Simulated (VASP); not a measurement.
GeB2C3:

```
CELL_PARAMETERS angstrom
4.93289 0.00000 0.00000
-2.46644 4.27201 0.00000
0.00000 0.00000 4.15714
ATOMIC_POSITIONS crystal
Ge 0.00000 0.00000 0.00000
B 0.33333 0.66667 0.50000
B 0.66667 0.33333 0.50000
C 0.00000 0.00000 0.50000
C 0.33333 0.66667 0.00000
C 0.66667 0.33333 0.00000
```

* Program: VASP 6.6.1
* Task: relaxation of cell and atoms
* Functional: PBE
* Potentials or basis: VASP PAW PBE potentials, release 64 (Ge_d, B, C)
* Cutoff: 600 eV
* k mesh: 6 × 6 × 4
* Occupations: gaussian, width 0.1 eV
* Spin: no spin polarisation

At the start: pressure -29.2 GPa; volume 14.60 Å³/atom.

Q: Where does the relaxation end?

A: Over 20 steps the energy falls by 1242.6 meV/atom and the volume is 19.24 Å³/atom (+31.7 %); space group P6/mmm (No. 191, to 0.05 Å).

Step by step:
| step | energy change (eV) | largest force (eV/Å) | pressure (GPa) | volume (Å³) |
| --- | --- | --- | --- | --- |
| 1 | 0.0000 | 0.0000 | -29.18 | 87.60 |
| 2 | -5.6786 | 0.0000 | -9.82 | 57.88 |
| 3 | -5.7806 | 0.0000 | -0.83 | 55.34 |
| 4 | -5.7794 | 0.0000 | 1.90 | 54.79 |
| 5 | -5.7844 | 0.0000 | -0.55 | 55.67 |
| 6 | -5.7844 | 0.0000 | -0.87 | 55.69 |
| 7 | -5.7871 | 0.0000 | -1.03 | 55.90 |
| 8 | -5.7984 | 0.0000 | -1.81 | 56.51 |
| 9 | -5.8305 | 0.0000 | -3.37 | 57.76 |
| 10 | -5.9179 | 0.0000 | -6.46 | 60.27 |
| 11 | -6.1992 | 0.0000 | -11.25 | 65.44 |
| 12 | -6.8749 | 0.0000 | -12.95 | 76.26 |
| 13 | -7.2354 | 0.0000 | -5.78 | 99.74 |
| 14 | -7.4243 | 0.0000 | -2.30 | 111.21 |
| 15 | -7.0938 | 0.0000 | 2.51 | 135.38 |
| 16 | -7.4505 | 0.0000 | -1.35 | 115.37 |
| 17 | -2.8837 | 0.0000 | 38.56 | 115.26 |
| 18 | -7.4556 | 0.0000 | -0.45 | 115.40 |
| 19 | -7.4558 | 0.0000 | -0.29 | 115.41 |
| 20 | -7.4558 | 0.0000 | -0.25 | 115.41 |

Final structure:
```yaml
crystal:
  lattice:
    - [6.58169, 0.00000, 0.00000]
    - [-3.29085, 5.69991, 0.00000]
    - [0.00000, 0.00000, 3.07637]
  atoms:
    - { symbol: Ge, position: [0.00000, 0.00000, 0.00000] }
    - { symbol: B, position: [0.33333, 0.66667, 0.50000] }
    - { symbol: B, position: [0.66667, 0.33333, 0.50000] }
    - { symbol: C, position: [0.00000, 0.00000, 0.50000] }
    - { symbol: C, position: [0.33333, 0.66667, 0.00000] }
    - { symbol: C, position: [0.66667, 0.33333, 0.00000] }
```

Caveat: the k points lie up to 0.51 Å⁻¹ apart in the final cell; the volume moved by over 15 % at a fixed basis, so the end points are rough.
